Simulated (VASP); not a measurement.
A run of VASP 6.6.1 is set up as follows.

INCAR

```
SYSTEM = Ge
PREC     = Accurate       ! precision mode
ENCUT    = 520            ! plane-wave cutoff, eV
EDIFF    = 1E-7           ! SCF threshold, eV
ISMEAR   = 0              ! smearing method
SIGMA    = 0.013000000000000001 ! smearing width, eV
LREAL    = .False.        ! projectors in reciprocal space
LASPH    = .True.         ! aspherical terms in the spheres
NELM     = 80             ! most SCF steps
ALGO     = Normal         ! electronic algorithm
ISIF     = 2              ! what is computed and relaxed
LWAVE    = .False.        ! write WAVECAR
LCHARG   = .False.        ! write CHGCAR
GGA      = PE             ! functional
NBANDS   = 36             ! bands
```

File KPOINTS:

```
regular mesh
0
Gamma
  8 8 4
  0 0 0
```

Contents of POSCAR:

```
Ge
1.0
    3.9975858431      0.0000000000      0.0000000000
   -1.9987929216      3.4620108940      0.0000000000
    0.0000000000      0.0000000000      6.5993779500
Ge
4
Direct
    0.3333333333      0.6666666667      0.9370987500
    0.6666666667      0.3333333333      0.4370987500
    0.3333333333      0.6666666667      0.5629012500
    0.6666666667      0.3333333333      0.0629012500
```

Potentials or basis: VASP PAW PBE potentials, release 64 (Ge_d).

Launch:

```sh
$ cat potpaw_PBE.64/Ge_d/POTCAR > POTCAR
$ mpirun -np 1 vasp_std > vasp.out
```

Estimate the pressure.

2.9 GPa.

Estimate the band gap on the k mesh.

0.12 eV, direct.

Stress tensor (GPa, compression positive):
```
2.99 0.00 0.00
0.00 2.99 0.00
0.00 0.00 2.77
```

A k mesh can miss the band edges.
